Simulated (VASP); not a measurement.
A run of VASP 6.6.1 is set up as follows.

The input INCAR:

```
  PREC = Accurate
  ENCUT = 520
  EDIFF = 1E-6
  ISMEAR = -1
  SIGMA = 0.05
  LREAL = F
  LASPH = T
  NELM = 150
  ALGO = Normal
  ISIF = 2
  LWAVE = F
  LCHARG = F
  ISPIN = 2
  MAGMOM = 3.73333 3.73333 3.73333 0
  LORBIT = 11
  NUPDOWN = 11.2
  LMAXMIX = 4
  GGA = PE
  NBANDS = 31
```

File KPOINTS:

```
Automatic mesh
0
Gamma
  6 6 6
```

File POSCAR:

```
BeCr3
1.0
    3.5112140000      0.0000000000      0.0000000000
    0.0000000000      3.5112140000      0.0000000000
    0.0000000000      0.0000000000      3.5112140000
Cr Be
3 1
Direct
    0.5000000000      0.5000000000      0.0000000000
    0.5000000000      0.0000000000      0.5000000000
    0.0000000000      0.5000000000      0.5000000000
    0.0000000000      0.0000000000      0.0000000000
```

Potentials or basis: VASP PAW PBE potentials, release 64 (Cr_pv, Be).

The run is started by

```bash
$ cat potpaw_PBE.64/Cr_pv/POTCAR potpaw_PBE.64/Be/POTCAR > POTCAR
$ mpirun -np 1 vasp_std > vasp.out
```

Task: Predict the pressure.

Result: 63.5 GPa.

Caveat: the total moment is fixed, so each spin has its own Fermi level.
